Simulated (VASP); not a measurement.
# BaTiO3 (P4mm) in VASP: notebook

The runs below take BaTiO3 through single point, with PBE.

Everything below comes from runs of VASP 6.6.1. Logs are shortened: lines on timing, memory, paths and dates and some standing lists are left out, and cuts for length are marked.

### Step 1. The cell of the first run

Symmetry: P4mm, No. 99, tetragonal system. The conventional cell has a = 4.105 Å, b = 4.105 Å, c = 4.326 Å, α = 90.00°, β = 90.00°, γ = 90.00°. Ba (site symmetry 4mm) has 12 O at 2.84 to 3.13 Å and 8 Ti at 3.60 to 3.65 Å within 3.7 Å. Ti (site symmetry 4mm) has 5 O at 1.78 to 2.07 Å within 2.4 Å. Within 2.7 Å of O (site symmetry 2mm) lie 2 Ti at 2.07 Å. Within 2.4 Å of O (site symmetry 4mm) lie 1 Ti at 1.78 Å.

### Step 2. Single point, PBE (equal strain along all axes, cell held: +3.0 %, then relaxed in part)

Contents of INCAR:

```
SYSTEM = BaTiO3
ALGO = Normal ; EDIFF = 1E-6
ENCUT = 1340 ; GGA = PE
GGA_COMPAT = .False. ; ISIF = 2
ISMEAR = 0 ; LASPH = .True.
LCHARG = .False. ; LREAL = .False.
LWAVE = .False. ; NBANDS = 28
NELM = 120 ; PREC = Accurate
SIGMA = 0.02
```

Contents of KPOINTS:

```
k-points
0
Gamma
  8 8 6
  0 0 0
```

Contents of POSCAR:

```
BaTiO3
1.0
    4.1050132901      0.0000000000      0.0000000000
    0.0000000000      4.1050132901      0.0000000000
    0.0000000000      0.0000000000      4.3264971309
Ba Ti O
1 1 3
Direct
    0.5000000000      0.5000000000      0.6048510521
    0.0000000000      0.0000000000      0.1145402535
    0.0000000000      0.5000000000      0.0574081972
    0.5000000000      0.0000000000      0.0574081972
    0.0000000000      0.0000000000      0.5257892901
```

Potentials or basis: VASP PAW PBE potentials, release 64 (Ba_sv, Ti_sv, O_h).

Command:

```
$ cat potpaw_PBE.64/Ba_sv/POTCAR potpaw_PBE.64/Ti_sv/POTCAR potpaw_PBE.64/O_h/POTCAR > POTCAR
$ mpirun -np 1 vasp_std > vasp.out
```

OUTCAR:

```text
SYSTEM = BaTiO3
   EDIFF = 1E-6
   ENCUT = 1340
   GGA = PE
   ISIF = 2
   ISMEAR = 0
   LASPH = .True.
   LREAL = .False.
   NELM = 120
   PREC = Accurate

 ion  position               nearest neighbor table
   1  0.500  0.500  0.605-   3 2.84   4 2.84   4 2.84   3 2.84   5 2.92   5 2.92   5 2.92   5 2.92
                             3 3.13   4 3.13   3 3.13   4 3.13   2 3.60   2 3.60   2 3.60   2 3.60
   2  0.000  0.000  0.115-   5 1.78   4 2.07   3 2.07   3 2.07   4 2.07   1 3.60   1 3.60   1 3.60
                             1 3.60   1 3.65   1 3.65   1 3.65   1 3.65
   3  0.000  0.500  0.057-   2 2.07   2 2.07   1 2.84   1 2.84   1 3.13   1 3.13
   4  0.500  0.000  0.057-   2 2.07   2 2.07   1 2.84   1 2.84   1 3.13   1 3.13
   5  0.000  0.000  0.526-   2 1.78   1 2.92   1 2.92   1 2.92   1 2.92

  LATTYP: Found a simple tetragonal cell.
 ALAT       =     4.1050132901
 C/A-ratio  =     1.0539544759

  Lattice vectors:

 A1 = (   4.1050132901,   0.0000000000,   0.0000000000)
 A2 = (   0.0000000000,   4.1050132901,   0.0000000000)
 A3 = (   0.0000000000,   0.0000000000,   4.3264971309)

Analysis of symmetry for initial positions (statically):
=====================================================================
 Subroutine PRICEL returns:
 Original cell was already a primitive cell.

 Routine SETGRP: Setting up the symmetry group for a
 simple tetragonal supercell.

 Subroutine GETGRP returns: Found  8 space group operations
 (whereof  8 operations were pure point group operations)
 out of a pool of 16 trial point group operations.

The static configuration has the point symmetry C_4v.

Analysis of symmetry for dynamics (positions and initial velocities):
=====================================================================
 Subroutine PRICEL returns:
 Original cell was already a primitive cell.

 Routine SETGRP: Setting up the symmetry group for a
 simple tetragonal supercell.

 Subroutine GETGRP returns: Found  8 space group operations
 (whereof  8 operations were pure point group operations)
 out of a pool of 16 trial point group operations.

The dynamic configuration has the point symmetry C_4v.

 Subroutine INISYM returns: Found  8 space group operations
 (whereof  8 operations are pure point group operations),
 and found     1 'primitive' translations

----------------------------------------------------------------------------------------

                                     Primitive cell

  volume of cell :      72.9064

  direct lattice vectors                    reciprocal lattice vectors
     4.105013290  0.000000000  0.000000000     0.243604571  0.000000000  0.000000000
     0.000000000  4.105013290  0.000000000     0.000000000  0.243604571  0.000000000
     0.000000000  0.000000000  4.326497131     0.000000000  0.000000000  0.231133864

  length of vectors
     4.105013290  4.105013290  4.326497131     0.243604571  0.243604571  0.231133864

  position of ions in fractional coordinates (direct lattice)
     0.500000000  0.500000000  0.604851052
     0.000000000  0.000000000  0.114540254
     0.000000000  0.500000000  0.057408197
     0.500000000  0.000000000  0.057408197
     0.000000000  0.000000000  0.525789290

  ion indices of the primitive-cell ions
   primitive index   ion index
                 1           1
                 2           2
                 3           3
                 4           4
                 5           5

----------------------------------------------------------------------------------------

 KPOINTS: k-points

Automatic generation of k-mesh.
 Grid dimensions read from file:
 generate k-points for:    8    8    6

 Generating k-lattice:

  Cartesian coordinates                     Fractional coordinates (reciprocal lattice)
     0.030450571  0.000000000  0.000000000     0.125000000  0.000000000  0.000000000
     0.000000000  0.030450571  0.000000000     0.000000000  0.125000000  0.000000000
     0.000000000  0.000000000  0.038522311     0.000000000  0.000000000  0.166666667

  Length of vectors
     0.030450571  0.030450571  0.038522311

  Shift w.r.t. Gamma in fractional coordinates (k-lattice)
     0.000000000  0.000000000  0.000000000

 Subroutine IBZKPT returns following result:
 ===========================================

 Found     60 irreducible k-points:

 Following reciprocal coordinates:
            Coordinates               Weight
  0.000000  0.000000  0.000000      1.000000
  0.125000  0.000000  0.000000      4.000000
  0.250000  0.000000  0.000000      4.000000
  0.375000  0.000000  0.000000      4.000000
  0.500000  0.000000  0.000000      2.000000
  0.125000  0.125000  0.000000      4.000000
[... 16 lines left out ...]
  0.375000  0.125000  0.166667     16.000000
  0.500000  0.125000  0.166667      8.000000
 [... further k-points ...]
   k-points           NKPTS =     60   k-points in BZ     NKDIM =     60   number of bands    NBANDS=     28
   number of dos      NEDOS =    301   number of ions     NIONS =      5
   total plane-waves  NPLWV = 135000
   dimension x,y,z NGX =    50 NGY =   50 NGZ =   54
   dimension x,y,z NGXF=   100 NGYF=  100 NGZF=  108
   ions per type =               1   1   3
   NGX,Y,Z   is equivalent  to a cutoff of  20.25, 20.25, 20.75 a.u.
   NGXF,Y,Z  is equivalent  to a cutoff of  40.50, 40.50, 41.50 a.u.
 SYSTEM =  BaTiO3
   PREC   = accura    normal or accurate (medium, high low for compatibility)
   ISTART =      0    job   : 0-new  1-cont  2-samecut
   ICHARG =      2    charge: 1-file 2-atom 10-const
   ISPIN  =      1    spin polarized calculation?
   LNONCOLLINEAR =      F non collinear calculations
   LSORBIT =      F    spin-orbit coupling
   LASPH  =      T    aspherical Exc in radial PAW
   ENCUT  = 1340.0 eV  98.49 Ry    9.92 a.u.  12.25 12.25 12.91*2*pi/ulx,y,z
   NELM   =    120;   NELMIN=  2; NELMDL= -5     # of ELM steps
   EDIFF  = 0.1E-05   stopping-criterion for ELM
   LREAL  =      F    real-space projection
   EDIFFG = 0.1E-04   stopping-criterion for IOM
   NSW    =      0    number of steps for IOM
   IBRION =     -1    ionic relax: 0-MD 1-quasi-New 2-CG
   NFREE  =      0    steps in history (QN), initial steepest desc. (CG)
   ISIF   =      2    stress and relaxation
   ISYM   =      2    0-nonsym 1-usesym 2-fastsym
   POTIM  = 0.5000    time-step for ionic-motion
   TEBEG  =    0.0;   TEEND  =   0.0 temperature during run
   PSTRESS=    0.0 pullay stress
   NELECT =      40.0000    total number of electrons
   NUPDOWN=      -1.0000    fix difference up-down
   EMIN   =  10.00;   EMAX   =-10.00  energy-range for DOS
   EFERMI =   0.00;   METHOD = LEGACY
   ISMEAR =     0;   SIGMA  =   0.02  broadening in eV -4-tet -1-fermi 0-gaus
   EFERMI_NEDOS =   21; number of points for ismear=-14 and -15
   IALGO  =     38    algorithm
   IMIX   =      4    mixing-type and parameters
     AMIX     =   0.40;   BMIX     =  1.00
     AMIX_MAG =   1.60;   BMIX_MAG =  1.00
  volume/ion in A,a.u.               =      14.58        98.40
  Fermi-wavevector in a.u.,A,eV,Ry     =   1.340210  2.532630 24.438293  1.796164
  Thomas-Fermi vector in A             =   2.468541
   LORBIT       =      0    0 simple, 1 ext, 2 COOP (PROOUT), +10 PAW based schemes
   GGA     = PE    functional components
   LHFCALC =     F    Hartree Fock is set to
   AEXX    =    0.0000 exact exchange contribution
   IVDW    =     0    specifies the selected vdW correction
   LEPSILON=     F    determine dielectric tensor
   LRPA    =     F    only Hartree local field effects (RPA)
 non-spin polarized calculation
 Gauss-broadening in eV      SIGMA  =   0.02
  energy-cutoff  :     1340.00
  volume of cell :       72.91
 maximum number of plane-waves:      8169
 NGX is ok and might be reduce to    50
   NGX = 25   NGY = 25   NGZ = 25

 number of electron      40.0000003 magnetization

 Free energy of the ion-electron system (eV)
  ---------------------------------------------------
  ext. energy  EPLUGINS =         0.00000000
  ---------------------------------------------------
  free energy    TOTEN  =       -39.93130641 eV

  energy without entropy =      -39.93130641  energy(sigma->0) =      -39.93130641

 E-fermi :   3.7302     XC(G=0): -10.5529

 val. band max:        3.4653626284   @ k =   0.5000   0.5000   0.5000
 cond. band min:       5.1720499972   @ k =   0.0000   0.0000   0.0000
 fundamental gap:      1.7066873688
 Fermi energy:         3.7301527785

 k-point     1 :       0.0000    0.0000    0.0000
  band No.  band energies     occupation
      1     -53.3873      2.00000
      2     -29.7541      2.00000
      3     -29.5476      2.00000
      4     -29.5476      2.00000
      5     -22.0242      2.00000
      6     -13.4273      2.00000
[... 20 lines left out ...]
     27       8.4216      0.00000
     28       9.1901      0.00000

 k-point     2 :       0.1250    0.0000    0.0000
  band No.  band energies     occupation
      1     -53.3872      2.00000
      2     -29.7539      2.00000
      3     -29.5525      2.00000
      4     -29.5474      2.00000
      5     -22.0143      2.00000
      6     -13.4369      2.00000
[... 20 lines left out ...]
     27       8.6542      0.00000
     28       9.5470      0.00000

 k-point     3 :       0.2500    0.0000    0.0000
  band No.  band energies     occupation
      1     -53.3870      2.00000
      2     -29.7534      2.00000
      3     -29.5645      2.00000
      4     -29.5469      2.00000
      5     -21.9903      2.00000
      6     -13.4756      2.00000
[... 20 lines left out ...]
     27       9.2213      0.00000
     28      10.4870      0.00000

 k-point     4 :       0.3750    0.0000    0.0000
  band No.  band energies     occupation
      1     -53.3867      2.00000
      2     -29.7528      2.00000
      3     -29.5765      2.00000
      4     -29.5465      2.00000
      5     -21.9660      2.00000
      6     -13.5306      2.00000
[... 578 lines left out ...]
     27       9.6471      0.00000
     28      10.4841      0.00000

 k-point    23 :       0.3750    0.1250    0.1667
  band No.  band energies     occupation
      1     -53.3866      2.00000
      2     -29.7571      2.00000
      3     -29.5760      2.00000
      4     -29.5513      2.00000
      5     -21.9511      2.00000
      6     -13.4203      2.00000
[... 20 lines left out ...]
     27      10.2899      0.00000
     28      10.9397      0.00000

 k-point    24 :       0.5000    0.1250    0.1667
  band No.  band energies     occupation
      1     -53.3865      2.00000
      2     -29.7569      2.00000
      3     -29.5809      2.00000
      4     -29.5511      2.00000
      5     -21.9419      2.00000
      6     -13.4359      2.00000
[... 20 lines left out ...]
     27      10.6043      0.00000
     28      11.0421      0.00000

 [... further k-points ...]

------------------------ aborting loop because EDIFF is reached ----------------------------------------

  FORCE on cell =-STRESS in cart. coord.  units (eV):
  Direction    XX          YY          ZZ          XY          YZ          ZX
  --------------------------------------------------------------------------------------
  -------------------------------------------------------------------------------------
  Total       -4.3063962     -4.3063962     -1.9253156      0.0000000      0.0000000      0.0000000
  in kB      -94.6365745    -94.6365745    -42.3103828      0.0000000      0.0000000      0.0000000
  external PRESSURE =     -77.1945106 kB  Pullay stress =       0.0000000 kB

 VOLUME and BASIS-vectors are now :
 -----------------------------------------------------------------------------
  energy-cutoff  :     1340.00
  volume of cell :       72.91
      direct lattice vectors                 reciprocal lattice vectors
     4.105013290  0.000000000  0.000000000     0.243604571  0.000000000  0.000000000
     0.000000000  4.105013290  0.000000000     0.000000000  0.243604571  0.000000000
     0.000000000  0.000000000  4.326497131     0.000000000  0.000000000  0.231133864

 POSITION                                       TOTAL-FORCE (eV/Angst)
 -----------------------------------------------------------------------------------
      2.05251      2.05251      2.61689         0.000000     -0.000000     -0.062321
      0.00000      0.00000      0.49556         0.000000      0.000000     -0.057854
      0.00000      2.05251      0.24838        -0.000000      0.000000      0.023861
      2.05251      0.00000      0.24838         0.000000      0.000000      0.023861
      0.00000      0.00000      2.27483         0.000000      0.000000      0.072453
 -----------------------------------------------------------------------------------
    total drift:                                0.000000     -0.000000      0.000021

  FREE ENERGIE OF THE ION-ELECTRON SYSTEM (eV)
  ---------------------------------------------------
  free  energy   TOTEN  =       -39.9313064068 eV

  energy  without entropy=      -39.9313064068  energy(sigma->0) =      -39.93130641
```

Wall time 10 min (1 thread of AMD EPYC 7R43 (Zen 3), shared host); peak memory 0.66 GiB.

Results:

* Free energy: -39.9313 eV
* Pressure: -7.7 GPa
* Largest force: 0.072 eV/Å
* Band gap on the k mesh: 1.71 eV (least direct gap 2.28 eV)

Forces on the atoms (eV/Å):
```
Ba   0.000  0.000 -0.062
Ti   0.000  0.000 -0.058
O    0.000  0.000  0.024
O    0.000  0.000  0.024
O    0.000  0.000  0.072
```

Caveat: the cell differs from its parent crystal (equal strain along all axes, cell held: +3.0 %, then relaxed in part); the stress differs along the axes, from -9 to -4 GPa; spin-orbit coupling is left out, which moves the levels of the heavy elements.

### Step 3. Single point, PBE

Contents of INCAR:

```
ALGO = Normal ; EDIFF = 1E-6
ENCUT = 1340 ; GGA = PE
GGA_COMPAT = F ; ISIF = 2
ISMEAR = 0 ; LASPH = T
LCHARG = F ; LREAL = F
LWAVE = F ; NBANDS = 28
NELM = 120 ; PREC = Accurate
SIGMA = 0.02
```

Contents of KPOINTS:

```
k-points
0
Gamma
  8 8 6
```

POSCAR is that of step 2.

Potentials or basis: VASP PAW PBE potentials, release 64 (Ba_sv, Ti_sv, O_h).

Command:

```
$ cat potpaw_PBE.64/Ba_sv/POTCAR potpaw_PBE.64/Ti_sv/POTCAR potpaw_PBE.64/O_h/POTCAR > POTCAR
$ mpirun -np 1 vasp_std > vasp.out
```

Run time: 5.3 min. Hardware: 1 thread of AMD EPYC 9R45 (Zen 5), shared host; peak memory 0.68 GiB.

The run converged. Its results:

```yaml
Free_energy: -39.9313 eV
Pressure: -7.7 GPa
Largest_force: 0.072 eV/Å
Band_gap_on_the_k_mesh: 1.71 eV (least direct gap 2.28 eV)
```

Forces in eV/Å, atoms in the order of the input:
```
Ba   0.000  0.000 -0.062
Ti   0.000  0.000 -0.058
O    0.000  0.000  0.024
O    0.000  0.000  0.024
O    0.000  0.000  0.072
```

Stress tensor (GPa, compression positive):
```
-9.46  0.00  0.00
 0.00 -9.46  0.00
 0.00  0.00 -4.23
```

Levels at points of the mesh, in eV from the valence-band top:
```tsv
k point	band 18	band 19	band 20	band 21	band 22	band 23
(0.00, 0.00, 0.00)	-1.19	-0.57	-0.57	1.71	2.57	2.57
(0.50, 0.00, 0.00)	-1.76	-1.54	-1.52	2.57	3.07	3.25
(0.50, 0.50, 0.00)	-1.25	-1.25	-0.05	3.29	3.29	3.52
(0.00, 0.00, 0.50)	-1.80	-0.70	-0.70	1.81	3.31	3.31
(0.50, 0.00, 0.50)	-1.17	-1.06	-0.58	3.12	3.31	3.41
(0.50, 0.50, 0.50)	-0.55	-0.55	0.00	3.62	3.62	3.62
```

Caveat: the stress differs along the axes, from -9 to -4 GPa; spin-orbit coupling is left out, which moves the levels of the heavy elements.
